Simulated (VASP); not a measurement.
LiTmH4:

```
Li Tm H
1.0
     3.12181   -2.65317    0.00000
     3.12181    2.65317    0.00000
    -3.11244    0.00000    4.67136
Li Tm H
1 1 4
Direct
  0.50000 0.50000 0.50000
  0.00000 0.00000 0.50000
  0.92123 0.33596 0.99261
  0.66404 0.07877 0.00739
  0.07877 0.66404 0.00739
  0.33596 0.92123 0.99261
```

The cell was generated, and may not be a known phase.

| Property | Result |
| --- | --- |
| Program | VASP 6.6.1 |
| Task | relaxation of cell and atoms |
| Functional | PBE |
| Potentials or basis | VASP PAW PBE potentials, release 64 (Li_sv, Tm_3, H), 4f in core |
| Cutoff | 750 eV |
| k mesh | 3 × 3 × 3 |
| Occupations | gaussian, width 0.15 eV |
| Spin | no spin polarisation |

At the start: pressure -7.3 GPa; volume 12.90 Å³/atom.

Question: How do energy, volume and symmetry change on relaxing?

Answer: Over 30 steps the energy falls by 914.5 meV/atom and the volume is 8.47 Å³/atom (-34.3 %); space group C2/m (No. 12, to 0.1 Å) before, Immm (No. 71, to 0.1 Å).

The path:
| step | energy change (eV) | largest force (eV/Å) | pressure (GPa) | volume (Å³) |
| --- | --- | --- | --- | --- |
| 1 | 0.0000 | 0.6316 | -7.28 | 77.38 |
| 2 | -1.0365 | 0.6479 | -6.84 | 70.79 |
| 3 | -2.5847 | 1.0948 | 2.39 | 50.86 |
| 4 | -2.9278 | 0.5007 | 1.94 | 50.57 |
| 5 | -2.9832 | 0.2330 | 2.50 | 50.33 |
| 6 | -2.9836 | 0.2344 | 2.45 | 50.34 |
| 7 | -3.0330 | 0.3008 | 0.65 | 52.02 |
| 8 | -3.1252 | 0.4198 | -3.92 | 57.24 |
| 9 | -3.1470 | 0.4332 | -4.12 | 57.53 |
| 10 | -3.2167 | 0.4949 | -4.58 | 58.41 |
| 11 | -3.3862 | 0.7327 | -5.38 | 60.13 |
| 12 | -3.6960 | 0.7240 | -7.52 | 63.46 |
| 13 | -3.8323 | 0.7830 | -9.12 | 69.63 |
| 14 | -3.8460 | 0.7376 | -8.87 | 66.96 |
| 15 | -3.9198 | 0.7652 | -8.76 | 66.84 |
| 16 | -4.0735 | 0.8154 | -8.03 | 66.32 |
| 17 | -4.0261 | 0.6504 | -5.87 | 64.71 |
| 18 | -4.0924 | 0.7794 | -7.25 | 65.86 |
| 19 | -4.2262 | 0.8047 | -6.64 | 64.14 |
| 20 | -4.5751 | 0.8707 | -4.11 | 59.14 |
| 21 | -4.9047 | 0.9859 | 5.05 | 49.86 |
| 22 | -5.1050 | 0.8204 | 4.62 | 49.31 |
| 23 | -5.3085 | 0.2973 | 6.01 | 47.57 |
| 24 | -5.3220 | 0.3640 | 5.32 | 47.95 |
| 25 | -5.4220 | 0.2619 | 1.78 | 49.98 |
| 26 | -5.4595 | 0.1509 | -1.78 | 52.49 |
| 27 | -5.4597 | 0.1578 | -1.56 | 52.32 |
| 28 | -5.4747 | 0.1215 | -0.97 | 51.77 |
| 29 | -5.4837 | 0.0921 | -0.01 | 50.95 |
| 30 | -5.4871 | 0.0560 | 0.03 | 50.83 |

Final structure:
```yaml
crystal:
  lattice:
    - [3.03309, -2.85744, 0.54795]
    - [3.03309, 2.85744, 0.54795]
    - [-2.47453, 0.00000, 2.48517]
  atoms:
    - { symbol: Li, position: [0.50000, 0.50000, 0.50000] }
    - { symbol: Tm, position: [0.00000, 0.00000, 0.50000] }
    - { symbol: H, position: [0.03368, 0.40142, 0.21788] }
    - { symbol: H, position: [0.59858, 0.96632, 0.78212] }
    - { symbol: H, position: [0.96632, 0.59858, 0.78212] }
    - { symbol: H, position: [0.40142, 0.03368, 0.21788] }
```

Caveat: the k points lie up to 0.70 Å⁻¹ apart in the final cell, too coarse for converged energies and pressures of a metal; the volume moved by over 15 % at a fixed basis, so the end points are rough; the relaxation stopped at a loose force limit of 0.08 eV/Å, so its end isn't a converged minimum.
